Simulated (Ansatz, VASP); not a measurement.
Two plane-wave programs on KF

File POSCAR:

```
KF
1.0
    0.0000000000      2.7112068600      2.7112068600
    2.7112068600      0.0000000000      2.7112068600
    2.7112068600      2.7112068600      0.0000000000
K F
1 1
Direct
    0.0000000000      0.0000000000      0.0000000000
    0.5000000000      0.5000000000      0.5000000000
```

The input INCAR.step1:

```
SYSTEM = KF
ALGO     = Normal         ! electronic algorithm
EDIFF    = 1E-4           ! SCF threshold, eV
ENCUT    = 520            ! plane-wave cutoff, eV
GGA      = PE             ! functional
ISMEAR   = -1             ! smearing method
LASPH    = .TRUE.         ! aspherical terms in the spheres
LCHARG   = .FALSE.        ! write CHGCAR
LREAL    = .FALSE.        ! projectors in reciprocal space
LWAVE    = .TRUE.         ! write WAVECAR
NELM     = 80             ! most SCF steps
PREC     = Accurate       ! precision mode
SIGMA    = 0.02           ! smearing width, eV
```

File INCAR.step2:

```
SYSTEM = KF
ALGO     = Normal         ! electronic algorithm
EDIFF    = 1E-6           ! SCF threshold, eV
EDIFFG   = -0.01          ! ionic threshold
ENCUT    = 520            ! plane-wave cutoff, eV
IBRION   = 2              ! ionic algorithm
ISIF     = 2              ! what is computed and relaxed
ISMEAR   = -1             ! smearing method
ISTART   = 1            
LASPH    = .TRUE.         ! aspherical terms in the spheres
LCHARG   = .FALSE.        ! write CHGCAR
LMIXTAU  = .TRUE.       
LREAL    = .FALSE.        ! projectors in reciprocal space
LWAVE    = .FALSE.        ! write WAVECAR
METAGGA  = R2SCAN         ! meta-GGA
NELM     = 80             ! most SCF steps
NSW      = 50             ! ionic steps
PREC     = Accurate       ! precision mode
SIGMA    = 0.02           ! smearing width, eV
```

KPOINTS

```
k-points
0
G
  10 10 10
  0 0 0
```

Input for Ansatz:

```yaml
crystal:
  lattice:
    - [0.0, 2.71120686, 2.71120686]
    - [2.71120686, 0.0, 2.71120686]
    - [2.71120686, 2.71120686, 0.0]
  atoms:
    - { symbol: K, position: [0.0, 0.0, 0.0] }
    - { symbol: F, position: [0.5, 0.5, 0.5] }
  symmetry: { tolerance: 0.0003 }
hamiltonian:
  xc: r2scan
  pseudopotentials: { kind: paw, azcp: { folder: soft_1 } }
basis:
  ecutwfc: 500
magnetization:
  spin_polarized: false
scf:
  occupations: { method: fermi_dirac, width: 0.02 }
kpoints:
  mp_grid: { grid: [10, 10, 10], shift: [0, 0, 0] }
  band_path:
    path:
      - [0.0, 0.0, 0.0]
      - [0.5, 0.0, 0.5]
      - [0.625, 0.25, 0.625]
      - [0.375, 0.375, 0.75]
      - [0.0, 0.0, 0.0]
      - [0.5, 0.5, 0.5]
      - [0.5, 0.25, 0.75]
      - [0.5, 0.0, 0.5]
    npoints: 10
output:
  forces: true
  stress: true
  eigenvalues: true
  write_potential: true
  elf: true
  volumetric_format: npy
  dos: { e_range: [-12, 8], de: 0.05 }
relax:
  max_steps: 30
```

Alike in both runs: task relaxation of the atoms; functional r2SCAN; k mesh 10 × 10 × 10; occupations fermi-dirac, width 0.02 eV; no spin polarisation.

```csv
,VASP,Ansatz
version,VASP 6.6.1,Ansatz 0.2.0
potentials or method,"VASP PAW PBE potentials, release 64 (K_sv, F), cutoff 520 eV",PAW plane waves
valence electrons in the cell,16,16
```

|  | VASP | Ansatz | Ansatz less VASP |
| --- | --- | --- | --- |
| gap on the k mesh at the Fermi level, each at its own relaxed structure (eV) | 6.60 | 6.61 | +0.005 |

VASP's potentials were made for PBE, not for r2SCAN. Ansatz's warnings: stress scf threshold loose.

Noted on VASP's run: the relaxation stopped at its first step, so nothing moved.
